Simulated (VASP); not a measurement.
# C62N (a cell with a defect) in VASP: single point with PBE+D3(BJ)

Aim: the single point of C62N (a cell with a defect) with PBE+D3(BJ).

All numbers are computed with VASP 6.6.1; they aren't measurements. Logs are shortened: lines on timing, memory, paths and dates and some standing lists are left out, and cuts for length are marked.

## 1. The cell of the first run

The cell holds a defect, 63 atoms: a = 7.140 Å, b = 7.140 Å, c = 7.140 Å, α = 90.00°, β = 90.00°, γ = 90.00°.

## 2. Single point, PBE+D3(BJ)

File INCAR:

```
SYSTEM = C62N
PREC     = Accurate       ! precision mode
ENCUT    = 520            ! plane-wave cutoff, eV
EDIFF    = 1E-6           ! SCF threshold, eV
ISMEAR   = 0              ! smearing method
SIGMA    = 0.02           ! smearing width, eV
LREAL    = Auto         
LASPH    = .True.         ! aspherical terms in the spheres
NELM     = 100            ! most SCF steps
ALGO     = Normal         ! electronic algorithm
ISIF     = 2              ! what is computed and relaxed
LWAVE    = .False.        ! write WAVECAR
LCHARG   = .False.        ! write CHGCAR
GGA      = PE             ! functional
IVDW     = 12             ! dispersion correction
NBANDS   = 164            ! bands
NELECT   = 254.0
```

File KPOINTS:

```
regular mesh
0
Gamma
  2 2 2
  0 0 0
```

File POSCAR:

```
C62N
1.0
    7.1400000000      0.0000000000      0.0000000000
    0.0000000000      7.1400000000      0.0000000000
    0.0000000000      0.0000000000      7.1400000000
C N
62 1
Direct
    0.4998300490      0.0014027701     -0.0008114750
    0.6270500327      0.1261293731      0.1247252010
    0.7533311541      0.2524000137     -0.0010326532
    0.8819431973      0.3755377021      0.1248353462
    0.7514067432      0.0009323375      0.2504623768
    0.8761148458      0.1253298571      0.3750440910
    0.0004867665     -0.0009652175     -0.0003839975
    0.1260452011      0.1238836341      0.1251724464
    0.2523894525      0.2488305489      0.0004668797
    0.3773323883      0.3751686093      0.1251822843
    0.5021699064      0.5007324926     -0.0003550290
    0.6286297219      0.6265387928      0.1220153917
    0.7422055291      0.7589209340      0.0055970326
    0.8746938307      0.8725357831      0.1219621820
    0.2507616521     -0.0006092089      0.2498901915
    0.3761529008      0.1250764821      0.3752820773
    0.5018417724      0.2504645100      0.2498991194
    0.6270504208      0.3756316760      0.3742413765
    0.7533108093      0.5013903002      0.2479755037
    0.8759602643      0.6252672133      0.3751128404
    0.5010618960      0.0001785675      0.5001934575
    0.6261916252      0.1254083228      0.6253216307
    0.7514136580      0.2499157475      0.4994532563
    0.8747277247      0.3783936902      0.6277933944
    0.7509819969      0.0001754801      0.7501146550
    0.8759587764      0.1252387982      0.8750822181
    0.1257165992      0.6192951477      0.1248474541
    0.2488404736      0.7479081239     -0.0010337667
    0.3750994273      0.8741799330      0.1247248780
    0.0013429685      0.2488230499      0.2515245746
    0.1260639633      0.3751641588      0.3764601800
    0.2524168383      0.4998813088      0.2515433774
    0.3759140647      0.6251164946      0.3750452435
    0.5002826457      0.7498144874      0.2504797487
    0.6261790610      0.8750532094      0.3749475780
    0.0000612242      0.0014062731      0.4989632899
    0.1255989513      0.1261295066      0.6261784548
    0.2507721713      0.2504624355      0.5009752210
    0.3751162487      0.3756288536      0.6261797890
    0.4998411356      0.5011700358      0.4989665595
    0.6266207121      0.6244442681      0.6257406518
    0.7509766270      0.7502675411      0.5001485702
    0.8768162709      0.8745931638      0.6257409529
    0.2513286915      0.0009257190      0.7505329285
    0.3759119090      0.1253292013      0.8752461889
    0.5003285972      0.2499202436      0.7505398834
    0.6286914353      0.3784158885      0.8738554290
    0.7423280928      0.4948933491      0.7414162398
   -0.0001558236      0.7479099801      0.2479734287
    0.1255984087      0.8741823173      0.3742333679
    0.0005248493      0.5007223863      0.5012864172
    0.1228900979      0.6265271347      0.6277484314
    0.2513444715      0.7498144680      0.4994247970
    0.3758198258      0.8750523470      0.6253131462
   -0.0001611807      0.2523980392      0.7524518315
    0.1256972376      0.3755433002      0.8810647342
    0.2488480298      0.5013895571      0.7524385392
    0.3759879132      0.6252699383      0.8750837890
    0.5010272844      0.7502666696      0.7501107109
    0.6266150775      0.8745915808      0.8759504776
    0.0064451724      0.7589087111      0.7413451811
    0.1228257594      0.8725275003      0.8738267053
    0.0119529528      0.4893090677      0.0110916182
```

Potentials or basis: VASP PAW PBE potentials, release 64 (C, N).

The run is started by

```bash
$ cat potpaw_PBE.64/C/POTCAR potpaw_PBE.64/N/POTCAR > POTCAR
$ mpirun -np 1 vasp_std > vasp.out
```

OUTCAR:

```text
SYSTEM = C62N
   PREC = Accurate
   ENCUT = 520
   EDIFF = 1E-6
   ISMEAR = 0
   LREAL = Auto
   LASPH = .True.
   NELM = 100
   ISIF = 2
   GGA = PE
   IVDW = 12
   NELECT = 254.0
 IVDW          = 12

 ion  position               nearest neighbor table
   1  0.500  0.001  0.999-  45 1.53  60 1.55   2 1.56  29 1.56
   2  0.627  0.126  0.125-  17 1.54   5 1.55   1 1.56   3 1.56
   3  0.753  0.252  0.999-  26 1.54  47 1.55   4 1.56   2 1.56
   4  0.882  0.376  0.125-  63 1.48  30 1.54   3 1.56  19 1.56
   5  0.751  0.001  0.250-   6 1.54   2 1.55  35 1.55  14 1.57
   6  0.876  0.125  0.375-  36 1.53  30 1.53   5 1.54  23 1.54
   7  0.000  0.999  1.000-  62 1.54  14 1.54  26 1.55   8 1.55
   8  0.126  0.124  0.125-  15 1.54   7 1.55  30 1.55   9 1.55
   9  0.252  0.249  0.000-  45 1.53  56 1.54  10 1.55   8 1.55
  10  0.377  0.375  0.125-  17 1.54  11 1.55  32 1.55   9 1.55
  11  0.502  0.501  1.000-  47 1.54  12 1.54  58 1.55  10 1.55
  12  0.629  0.627  0.122-  13 1.50  11 1.54  19 1.55  34 1.57
  13  0.742  0.759  0.006-  60 1.49  12 1.50  14 1.50
  14  0.875  0.873  0.122-  13 1.50   7 1.54  49 1.55   5 1.57
  15  0.251  0.999  0.250-   8 1.54  29 1.54  50 1.54  16 1.55
  16  0.376  0.125  0.375-  21 1.54  38 1.55  17 1.55  15 1.55
  17  0.502  0.250  0.250-  10 1.54   2 1.54  18 1.54  16 1.55
[... 32 lines left out ...]
  50  0.126  0.874  0.374-  15 1.54  53 1.55  36 1.56  49 1.56
  51  0.001  0.501  0.501-  52 1.54  24 1.54  20 1.55  31 1.55
  52  0.123  0.627  0.628-  61 1.50  51 1.54  57 1.55  53 1.57
  53  0.251  0.750  0.499-  33 1.54  50 1.55  54 1.55  52 1.57
  54  0.376  0.875  0.625-  59 1.54  21 1.55  44 1.55  53 1.55
  55  1.000  0.252  0.752-  26 1.54  24 1.55  56 1.56  37 1.56
  56  0.126  0.376  0.881-  63 1.48   9 1.54  55 1.56  57 1.56
  57  0.249  0.501  0.752-  58 1.54  52 1.55  56 1.56  39 1.56
  58  0.376  0.625  0.875-  57 1.54  28 1.54  59 1.55  11 1.55
  59  0.501  0.750  0.750-  54 1.54  58 1.55  60 1.55  41 1.55
  60  0.627  0.875  0.876-  13 1.49  59 1.55  25 1.55   1 1.55
  61  0.006  0.759  0.741-  43 1.49  52 1.50  62 1.50
  62  0.123  0.873  0.874-  61 1.50   7 1.54  28 1.55  44 1.57
  63  0.012  0.489  0.011-  27 1.48   4 1.48  56 1.48

  LATTYP: Found a simple cubic cell.
 ALAT       =     7.1400000000

  Lattice vectors:

 A1 = (   7.1400000000,   0.0000000000,   0.0000000000)
 A2 = (   0.0000000000,   7.1400000000,   0.0000000000)
 A3 = (   0.0000000000,   0.0000000000,   7.1400000000)

Analysis of symmetry for initial positions (statically):
=====================================================================
 Subroutine PRICEL returns:
 Original cell was already a primitive cell.

 Routine SETGRP: Setting up the symmetry group for a
 simple cubic supercell.

 Subroutine GETGRP returns: Found  1 space group operations
 (whereof  1 operations were pure point group operations)
 out of a pool of 48 trial point group operations.

The static configuration has the point symmetry C_1 .

Analysis of symmetry for dynamics (positions and initial velocities):
=====================================================================
 Subroutine PRICEL returns:
 Original cell was already a primitive cell.

 Routine SETGRP: Setting up the symmetry group for a
 simple cubic supercell.

 Subroutine GETGRP returns: Found  1 space group operations
 (whereof  1 operations were pure point group operations)
 out of a pool of 48 trial point group operations.

The dynamic configuration has the point symmetry C_1 .

 Subroutine INISYM returns: Found  1 space group operations
 (whereof  1 operations are pure point group operations),
 and found     1 'primitive' translations

----------------------------------------------------------------------------------------

                                     Primitive cell

  volume of cell :     363.9943

  direct lattice vectors                    reciprocal lattice vectors
[... 159 lines left out ...]
 Subroutine IBZKPT returns following result:
 ===========================================

 Found      8 irreducible k-points:

 Following reciprocal coordinates:
            Coordinates               Weight
  0.000000  0.000000  0.000000      1.000000
  0.500000  0.000000  0.000000      1.000000
  0.000000  0.500000  0.000000      1.000000
  0.000000  0.000000  0.500000      1.000000
  0.500000  0.500000  0.000000      1.000000
  0.000000  0.500000  0.500000      1.000000
  0.500000  0.000000  0.500000      1.000000
  0.500000  0.500000  0.500000      1.000000
   k-points           NKPTS =      8   k-points in BZ     NKDIM =      8   number of bands    NBANDS=    164
   number of dos      NEDOS =    301   number of ions     NIONS =     63
   total plane-waves  NPLWV = 157464
   dimension x,y,z NGX =    54 NGY =   54 NGZ =   54
   dimension x,y,z NGXF=   108 NGYF=  108 NGZF=  108
   ions per type =              62   1
   NGX,Y,Z   is equivalent  to a cutoff of  12.57, 12.57, 12.57 a.u.
   NGXF,Y,Z  is equivalent  to a cutoff of  25.15, 25.15, 25.15 a.u.
 SYSTEM =  C62N
   PREC   = accura    normal or accurate (medium, high low for compatibility)
   ISTART =      0    job   : 0-new  1-cont  2-samecut
   ICHARG =      2    charge: 1-file 2-atom 10-const
   ISPIN  =      1    spin polarized calculation?
   LNONCOLLINEAR =      F non collinear calculations
   LSORBIT =      F    spin-orbit coupling
   LASPH  =      T    aspherical Exc in radial PAW
   ENCUT  =  520.0 eV  38.22 Ry    6.18 a.u.  13.28 13.28 13.28*2*pi/ulx,y,z
   NELM   =    100;   NELMIN=  2; NELMDL= -5     # of ELM steps
   EDIFF  = 0.1E-05   stopping-criterion for ELM
   LREAL  =      T    real-space projection
   EDIFFG = 0.1E-04   stopping-criterion for IOM
   NSW    =      0    number of steps for IOM
   IBRION =     -1    ionic relax: 0-MD 1-quasi-New 2-CG
   NFREE  =      0    steps in history (QN), initial steepest desc. (CG)
   ISIF   =      2    stress and relaxation
   ISYM   =      2    0-nonsym 1-usesym 2-fastsym
   POTIM  = 0.5000    time-step for ionic-motion
   TEBEG  =    0.0;   TEEND  =   0.0 temperature during run
   PSTRESS=    0.0 pullay stress
   NELECT =     254.0000    total number of electrons
   NUPDOWN=      -1.0000    fix difference up-down
   EMIN   =  10.00;   EMAX   =-10.00  energy-range for DOS
   EFERMI =   0.00;   METHOD = LEGACY
   ISMEAR =     0;   SIGMA  =   0.02  broadening in eV -4-tet -1-fermi 0-gaus
   EFERMI_NEDOS =   21; number of points for ismear=-14 and -15
   IALGO  =     38    algorithm
   IMIX   =      4    mixing-type and parameters
     AMIX     =   0.40;   BMIX     =  1.00
     AMIX_MAG =   1.60;   BMIX_MAG =  1.00
  volume/ion in A,a.u.               =       5.78        38.99
  Fermi-wavevector in a.u.,A,eV,Ry     =   1.452071  2.744016 28.688024  2.108510
  Thomas-Fermi vector in A             =   2.569495
   LORBIT       =      0    0 simple, 1 ext, 2 COOP (PROOUT), +10 PAW based schemes
   GGA     = PE    functional components
   LHFCALC =     F    Hartree Fock is set to
   AEXX    =    0.0000 exact exchange contribution
   IVDW    =    12    specifies the selected vdW correction
   LEPSILON=     F    determine dielectric tensor
   LRPA    =     F    only Hartree local field effects (RPA)
 non-spin polarized calculation
 Gauss-broadening in eV      SIGMA  =   0.02
  energy-cutoff  :      520.00
  volume of cell :      363.99
 maximum number of plane-waves:      9808
 NGX is ok and might be reduce to    54
   NGX = 27   NGY = 27   NGZ = 27

 number of electron     253.9999994 magnetization

 Free energy of the ion-electron system (eV)
  ---------------------------------------------------
  ext. energy  EPLUGINS =         0.00000000
  ---------------------------------------------------
  free energy    TOTEN  =      -554.76613160 eV

  energy without entropy =     -554.76227565  energy(sigma->0) =     -554.76420362

 E-fermi :  11.5909     XC(G=0): -13.1702

 val. band max:       11.5851215449   @ k =   0.0000   0.0000   0.5000
 cond. band min:      11.6493270446   @ k =   0.5000   0.0000   0.5000
 fundamental gap:      0.0642054997
 Fermi energy:        11.5908619557

 k-point     1 :       0.0000    0.0000    0.0000
  band No.  band energies     occupation
      1     -12.1318      2.00000
      2     -10.5568      2.00000
      3      -9.8363      2.00000
      4      -9.8358      2.00000
      5      -9.7216      2.00000
      6      -9.7213      2.00000
[... 1125 lines left out ...]
    138      15.3987      0.00000
    139      15.3991      0.00000
 [bands above 139 left out]

------------------------ aborting loop because EDIFF is reached ----------------------------------------

 Edisp (eV)  -11.91673

 E8    (eV) :    -3.4245

  FORCE on cell =-STRESS in cart. coord.  units (eV):
  Direction    XX          YY          ZZ          XY          YZ          ZX
  --------------------------------------------------------------------------------------
  -------------------------------------------------------------------------------------
  Total       5.52623     5.50364     5.58019    -3.79088    -3.79745     3.72966
  in kB      24.32456    24.22514    24.56206   -16.68614   -16.71505    16.41666
  external pressure =       24.37 kB  Pullay stress =        0.00 kB

 VOLUME and BASIS-vectors are now :
 -----------------------------------------------------------------------------
  energy-cutoff  :      520.00
  volume of cell :      363.99
      direct lattice vectors                 reciprocal lattice vectors
     7.140000000  0.000000000  0.000000000     0.140056022  0.000000000  0.000000000
     0.000000000  7.140000000  0.000000000     0.000000000  0.140056022  0.000000000
     0.000000000  0.000000000  7.140000000     0.000000000  0.000000000  0.140056022

 POSITION                                       TOTAL-FORCE (eV/Angst)
 -----------------------------------------------------------------------------------
      3.56879      0.01002      7.13421         0.003951     -0.012987      0.006271
      4.47714      0.90056      0.89054        -0.001797     -0.003258     -0.002208
      5.37878      1.80214      7.13263        -0.007313     -0.001060      0.003063
      6.29707      2.68134      0.89132        -0.031465      0.003442     -0.002374
      5.36504      0.00666      1.78830         0.009145     -0.005204     -0.001727
      6.25546      0.89486      2.67781        -0.005459     -0.006119      0.005266
[... 55 lines left out ...]
      0.87698      6.22985      6.23912         0.008001      0.011116      0.012128
      0.08534      3.49367      0.07919         0.007767     -0.008816      0.005453
 -----------------------------------------------------------------------------------
    total drift:                               -0.088749     -0.031754      0.010355

  FREE ENERGIE OF THE ION-ELECTRON SYSTEM (eV)
  ---------------------------------------------------
  free  energy   TOTEN  =      -566.6828566769 eV

  energy  without entropy=     -566.6790007213  energy(sigma->0) =     -566.68092870
```

Run time: 37 min. Hardware: 1 thread of Intel Xeon 8259CL, shared host; peak memory 0.57 GiB.

Results:

* Free energy: -566.6829 eV
* Largest force: 0.037 eV/Å
* Dispersion energy per atom: -0.189 eV

Forces in eV/Å, atoms in the order of the input:
```
C    0.004 -0.013  0.006
C   -0.002 -0.003 -0.002
C   -0.007 -0.001  0.003
C   -0.031  0.003 -0.002
C    0.009 -0.005 -0.002
C   -0.005 -0.006  0.005
C    0.003  0.010  0.002
C   -0.009  0.004 -0.009
C    0.003  0.000  0.003
C    0.000  0.012 -0.010
C   -0.008 -0.002 -0.001
C   -0.006 -0.017  0.004
C    0.027 -0.011 -0.017
C    0.012  0.009  0.010
C    0.005  0.004  0.002
C   -0.001 -0.006  0.007
C    0.001 -0.002  0.000
C   -0.002  0.002  0.007
C   -0.004 -0.004  0.000
C   -0.001 -0.005  0.008
C   -0.005 -0.002  0.000
C   -0.005  0.000 -0.001
C    0.008  0.000  0.002
C    0.016 -0.001 -0.004
C    0.002 -0.003 -0.001
C   -0.002 -0.009  0.005
C    0.000  0.037 -0.002
C   -0.004  0.003  0.006
C    0.003  0.009 -0.005
C    0.004  0.001  0.004
C   -0.008  0.008 -0.004
C   -0.002 -0.001 -0.003
C   -0.002 -0.005  0.005
C    0.006 -0.001 -0.001
C   -0.005  0.000  0.001
C    0.003 -0.011  0.006
C   -0.005 -0.006 -0.004
C    0.006  0.001 -0.006
C    0.006  0.003 -0.008
C    0.005 -0.008  0.010
C   -0.008  0.014 -0.008
C    0.000  0.001  0.000
C   -0.011  0.011 -0.009
C    0.002 -0.005  0.009
C   -0.002 -0.005  0.000
C    0.002  0.001  0.010
C   -0.003 -0.002  0.008
C    0.017  0.009  0.021
C    0.003  0.006 -0.003
C   -0.005  0.003  0.002
C   -0.004 -0.005 -0.014
C    0.005 -0.014 -0.006
C    0.000 -0.003  0.003
C   -0.002  0.004 -0.006
C    0.005 -0.002 -0.008
C    0.000  0.006 -0.034
C   -0.003 -0.001 -0.003
C    0.001 -0.006  0.006
C   -0.001  0.002 -0.001
C   -0.007  0.013 -0.012
C   -0.012 -0.011  0.016
C    0.008  0.011  0.012
N    0.008 -0.009  0.005
```

Caveat: the k points lie up to 0.44 Å⁻¹ apart; the cell carries a net charge on a neutralising background, which shifts energy and pressure; the cell is charged against a uniform background, so pressure and absolute levels hang on convention.
